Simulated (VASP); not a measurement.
# GaP3 (P4/mmm) in VASP: a series of runs

Runs on GaP3. Level: PBE. Tasks: single point, relaxation of cell and atoms.

Program: VASP 6.6.1. These are calculated values, not measurements. Logs are shortened: lines on timing, memory, paths and dates and some standing lists are left out, and cuts for length are marked.

### 1 The cell of the first run

It takes space group P4/mmm (No. 123, tetragonal). The conventional cell has a = 4.431 Å, b = 4.431 Å, c = 3.127 Å, α = 90.00°, β = 90.00°, γ = 90.00°. Within 3.6 Å of Ga (site symmetry 4/mmm) lie 12 P at 2.71 to 3.13 Å and 2 Ga at 3.13 Å. P (site symmetry mmm) has 4 Ga at 2.71 Å and 10 P at 2.71 to 3.13 Å within 3.6 Å. Within 3.6 Å of P (site symmetry 4/mmm) lie 10 P at 2.71 to 3.13 Å and 4 Ga at 3.13 Å.

### 2 Single point, PBE

File INCAR:

```
SYSTEM = GaP3
PREC = Accurate
ENCUT = 520
EDIFF = 1E-6
ISMEAR = 0
SIGMA = 0.1
LREAL = .FALSE.
LASPH = .TRUE.
NELM = 80
ALGO = Normal
ISIF = 2
LWAVE = .FALSE.
LCHARG = .FALSE.
GGA = PE
NBANDS = 22
```

File KPOINTS:

```
regular mesh
0
G
  10 10 14
  0 0 0
```

File POSCAR:

```
GaP3
1.0
    4.4309558706      0.0000000000      0.0000000000
    0.0000000000      4.4309558706      0.0000000000
    0.0000000000      0.0000000000      3.1266193747
Ga P
1 3
Direct
    0.0000000000      0.0000000000      0.0000000000
    0.0000000000      0.5000000000      0.5000000000
    0.5000000000      0.0000000000      0.5000000000
    0.5000000000      0.5000000000      0.0000000000
```

Potentials or basis: VASP PAW PBE potentials, release 64 (Ga_d, P).

Command:

```sh
$ cat potpaw_PBE.64/Ga_d/POTCAR potpaw_PBE.64/P/POTCAR > POTCAR
$ mpirun -np 1 vasp_std > vasp.out
```

OUTCAR:

```text
SYSTEM = GaP3
   PREC = Accurate
   ENCUT = 520
   EDIFF = 1E-6
   ISMEAR = 0
   LREAL = .FALSE.
   LASPH = .TRUE.
   NELM = 80
   ISIF = 2
   GGA = PE

 ion  position               nearest neighbor table
   1  0.000  0.000  0.000-   2 2.71   3 2.71   2 2.71   3 2.71   2 2.71   2 2.71   3 2.71   3 2.71

   2  0.000  0.500  0.500-   1 2.71   4 2.71   1 2.71   4 2.71   1 2.71   1 2.71   4 2.71   4 2.71

   3  0.500  0.000  0.500-   1 2.71   4 2.71   1 2.71   4 2.71   4 2.71   4 2.71   1 2.71   1 2.71

   4  0.500  0.500  0.000-   2 2.71   3 2.71   2 2.71   3 2.71   3 2.71   3 2.71   2 2.71   2 2.71

  LATTYP: Found a simple tetragonal cell.
 ALAT       =     4.4309558706
 C/A-ratio  =     0.7056308991

  Lattice vectors:

 A1 = (   4.4309558706,   0.0000000000,   0.0000000000)
 A2 = (   0.0000000000,   4.4309558706,   0.0000000000)
 A3 = (   0.0000000000,   0.0000000000,   3.1266193747)

Analysis of symmetry for initial positions (statically):
=====================================================================
 Subroutine PRICEL returns:
 Original cell was already a primitive cell.

 Routine SETGRP: Setting up the symmetry group for a
 simple tetragonal supercell.

 Subroutine GETGRP returns: Found 16 space group operations
 (whereof 16 operations were pure point group operations)
 out of a pool of 16 trial point group operations.

The static configuration has the point symmetry D_4h.

Analysis of symmetry for dynamics (positions and initial velocities):
=====================================================================
 Subroutine PRICEL returns:
 Original cell was already a primitive cell.

 Routine SETGRP: Setting up the symmetry group for a
 simple tetragonal supercell.

 Subroutine GETGRP returns: Found 16 space group operations
 (whereof 16 operations were pure point group operations)
 out of a pool of 16 trial point group operations.

The dynamic configuration has the point symmetry D_4h.

 Subroutine INISYM returns: Found 16 space group operations
 (whereof 16 operations are pure point group operations),
 and found     1 'primitive' translations

----------------------------------------------------------------------------------------

                                     Primitive cell

  volume of cell :      61.3861

  direct lattice vectors                    reciprocal lattice vectors
     4.430955871  0.000000000  0.000000000     0.225684938  0.000000000  0.000000000
     0.000000000  4.430955871  0.000000000     0.000000000  0.225684938  0.000000000
     0.000000000  0.000000000  3.126619375     0.000000000  0.000000000  0.319834262

  length of vectors
     4.430955871  4.430955871  3.126619375     0.225684938  0.225684938  0.319834262

  position of ions in fractional coordinates (direct lattice)
     0.000000000  0.000000000  0.000000000
     0.000000000  0.500000000  0.500000000
     0.500000000  0.000000000  0.500000000
     0.500000000  0.500000000  0.000000000

  ion indices of the primitive-cell ions
   primitive index   ion index
                 1           1
                 2           2
                 3           3
                 4           4

----------------------------------------------------------------------------------------

 KPOINTS: regular mesh

Automatic generation of k-mesh.
 Grid dimensions read from file:
 generate k-points for:   10   10   14

 Generating k-lattice:

  Cartesian coordinates                     Fractional coordinates (reciprocal lattice)
     0.022568494  0.000000000  0.000000000     0.100000000  0.000000000  0.000000000
     0.000000000  0.022568494  0.000000000     0.000000000  0.100000000  0.000000000
     0.000000000  0.000000000  0.022845304     0.000000000  0.000000000  0.071428571

  Length of vectors
     0.022568494  0.022568494  0.022845304

  Shift w.r.t. Gamma in fractional coordinates (k-lattice)
     0.000000000  0.000000000  0.000000000

 Subroutine IBZKPT returns following result:
 ===========================================

 Found    168 irreducible k-points:

 Following reciprocal coordinates:
            Coordinates               Weight
  0.000000  0.000000  0.000000      1.000000
  0.100000  0.000000  0.000000      4.000000
  0.200000  0.000000  0.000000      4.000000
  0.300000  0.000000  0.000000      4.000000
  0.400000  0.000000  0.000000      4.000000
  0.500000  0.000000  0.000000      2.000000
[... 16 lines left out ...]
  0.100000  0.000000  0.071429      8.000000
  0.200000  0.000000  0.071429      8.000000
 [... further k-points ...]
   k-points           NKPTS =    168   k-points in BZ     NKDIM =    168   number of bands    NBANDS=     22
   number of dos      NEDOS =    301   number of ions     NIONS =      4
   total plane-waves  NPLWV =  31104
   dimension x,y,z NGX =    36 NGY =   36 NGZ =   24
   dimension x,y,z NGXF=    72 NGYF=   72 NGZF=   48
   ions per type =               1   3
   NGX,Y,Z   is equivalent  to a cutoff of  13.51, 13.51, 12.76 a.u.
   NGXF,Y,Z  is equivalent  to a cutoff of  27.01, 27.01, 25.52 a.u.
 SYSTEM =  GaP3
   PREC   = accura    normal or accurate (medium, high low for compatibility)
   ISTART =      0    job   : 0-new  1-cont  2-samecut
   ICHARG =      2    charge: 1-file 2-atom 10-const
   ISPIN  =      1    spin polarized calculation?
   LNONCOLLINEAR =      F non collinear calculations
   LSORBIT =      F    spin-orbit coupling
   LASPH  =      T    aspherical Exc in radial PAW
   ENCUT  =  520.0 eV  38.22 Ry    6.18 a.u.   8.24  8.24  5.81*2*pi/ulx,y,z
   NELM   =     80;   NELMIN=  2; NELMDL= -5     # of ELM steps
   EDIFF  = 0.1E-05   stopping-criterion for ELM
   LREAL  =      F    real-space projection
   EDIFFG = 0.1E-04   stopping-criterion for IOM
   NSW    =      0    number of steps for IOM
   IBRION =     -1    ionic relax: 0-MD 1-quasi-New 2-CG
   NFREE  =      0    steps in history (QN), initial steepest desc. (CG)
   ISIF   =      2    stress and relaxation
   ISYM   =      2    0-nonsym 1-usesym 2-fastsym
   POTIM  = 0.5000    time-step for ionic-motion
   TEBEG  =    0.0;   TEEND  =   0.0 temperature during run
   PSTRESS=    0.0 pullay stress
   NELECT =      28.0000    total number of electrons
   NUPDOWN=      -1.0000    fix difference up-down
   EMIN   =  10.00;   EMAX   =-10.00  energy-range for DOS
   EFERMI =   0.00;   METHOD = LEGACY
   ISMEAR =     0;   SIGMA  =   0.10  broadening in eV -4-tet -1-fermi 0-gaus
   EFERMI_NEDOS =   21; number of points for ismear=-14 and -15
   IALGO  =     38    algorithm
   IMIX   =      4    mixing-type and parameters
     AMIX     =   0.40;   BMIX     =  1.00
     AMIX_MAG =   1.60;   BMIX_MAG =  1.00
  volume/ion in A,a.u.               =      15.35       103.56
  Fermi-wavevector in a.u.,A,eV,Ry     =   1.260194  2.381422 21.607276  1.588090
  Thomas-Fermi vector in A             =   2.393716
   LORBIT       =      0    0 simple, 1 ext, 2 COOP (PROOUT), +10 PAW based schemes
   GGA     = PE    functional components
   LHFCALC =     F    Hartree Fock is set to
   AEXX    =    0.0000 exact exchange contribution
   IVDW    =     0    specifies the selected vdW correction
   LEPSILON=     F    determine dielectric tensor
   LRPA    =     F    only Hartree local field effects (RPA)
 non-spin polarized calculation
 Gauss-broadening in eV      SIGMA  =   0.10
  energy-cutoff  :      520.00
  volume of cell :       61.39
 maximum number of plane-waves:      1680
 NGX is ok and might be reduce to    36
   NGX = 17   NGY = 17   NGZ = 11

 number of electron      27.9999986 magnetization

 Free energy of the ion-electron system (eV)
  ---------------------------------------------------
  ext. energy  EPLUGINS =         0.00000000
  ---------------------------------------------------
  free energy    TOTEN  =       -16.96461811 eV

  energy without entropy =      -16.95517397  energy(sigma->0) =      -16.95989604

 E-fermi :   8.5142     XC(G=0): -11.4441

 val. band max:        8.5122586540   @ k =   0.3000   0.1000   0.4286
 cond. band min:       8.5379482925   @ k =   0.4000   0.4000   0.2143
 fundamental gap:      0.0256896385
 Fermi energy:         8.5142136158

 k-point     1 :       0.0000    0.0000    0.0000
  band No.  band energies     occupation
      1      -6.6050      2.00000
      2      -6.4026      2.00000
      3      -6.3809      2.00000
      4      -6.2912      2.00000
      5      -6.2733      2.00000
      6      -6.2733      2.00000
[... 14 lines left out ...]
     21      16.8181      0.00000
     22      16.8339      0.00000

 k-point     2 :       0.1000    0.0000    0.0000
  band No.  band energies     occupation
      1      -6.5385      2.00000
      2      -6.3995      2.00000
      3      -6.3788      2.00000
      4      -6.2923      2.00000
      5      -6.2739      2.00000
      6      -6.2733      2.00000
[... 14 lines left out ...]
     21      16.8709      0.00000
     22      16.9511      0.00000

 k-point     3 :       0.2000    0.0000    0.0000
  band No.  band energies     occupation
      1      -6.4080      2.00000
      2      -6.3879      2.00000
      3      -6.3086      2.00000
      4      -6.2952      2.00000
      5      -6.2753      2.00000
      6      -6.2732      2.00000
[... 14 lines left out ...]
     21      16.2234      0.00000
     22      17.0199      0.00000
[... 476 lines left out ...]
 k-point    23 :       0.1000    0.0000    0.0714
  band No.  band energies     occupation
      1      -6.4772      2.00000
      2      -6.3960      2.00000
      3      -6.3615      2.00000
      4      -6.2916      2.00000
      5      -6.2786      2.00000
      6      -6.2770      2.00000
[... 14 lines left out ...]
     21      16.7691      0.00000
     22      17.0799      0.00000

 k-point    24 :       0.2000    0.0000    0.0714
  band No.  band energies     occupation
      1      -6.3979      2.00000
      2      -6.3821      2.00000
      3      -6.3025      2.00000
      4      -6.2945      2.00000
      5      -6.2785      2.00000
      6      -6.2191      2.00000
[... 14 lines left out ...]
     21      15.9163      0.00000
     22      17.1027      0.00000

 [... further k-points ...]

------------------------ aborting loop because EDIFF is reached ----------------------------------------

  FORCE on cell =-STRESS in cart. coord.  units (eV):
  Direction    XX          YY          ZZ          XY          YZ          ZX
  --------------------------------------------------------------------------------------
  -------------------------------------------------------------------------------------
  Total       -0.0076458     -0.0076458     -0.0068305      0.0000000      0.0000000      0.0000000
  in kB       -0.1995560     -0.1995560     -0.1782774      0.0000000      0.0000000      0.0000000
  external PRESSURE =      -0.1924631 kB  Pullay stress =       0.0000000 kB

 VOLUME and BASIS-vectors are now :
 -----------------------------------------------------------------------------
  energy-cutoff  :      520.00
  volume of cell :       61.39
      direct lattice vectors                 reciprocal lattice vectors
     4.430955871  0.000000000  0.000000000     0.225684938  0.000000000  0.000000000
     0.000000000  4.430955871  0.000000000     0.000000000  0.225684938  0.000000000
     0.000000000  0.000000000  3.126619375     0.000000000  0.000000000  0.319834262

 POSITION                                       TOTAL-FORCE (eV/Angst)
 -----------------------------------------------------------------------------------
      0.00000      0.00000      0.00000         0.000000      0.000000      0.000000
      0.00000      2.21548      1.56331         0.000000      0.000000      0.000000
      2.21548      0.00000      1.56331         0.000000      0.000000      0.000000
      2.21548      2.21548      0.00000         0.000000      0.000000      0.000000
 -----------------------------------------------------------------------------------
    total drift:                                0.000000     -0.000000      0.000000

  FREE ENERGIE OF THE ION-ELECTRON SYSTEM (eV)
  ---------------------------------------------------
  free  energy   TOTEN  =       -16.9646181130 eV

  energy  without entropy=      -16.9551739717  energy(sigma->0) =      -16.95989604
```

Wall time 2.5 min (1 thread of Intel Xeon 8259CL, shared host); peak memory 0.33 GiB.

What came out:

- Free energy: -16.9646 eV
- Pressure: 0.0 GPa
- Band gap on the k mesh: zero (bands 14 and 15 overlap by 4.98 eV)

(Part 1 of 2 ends here.)
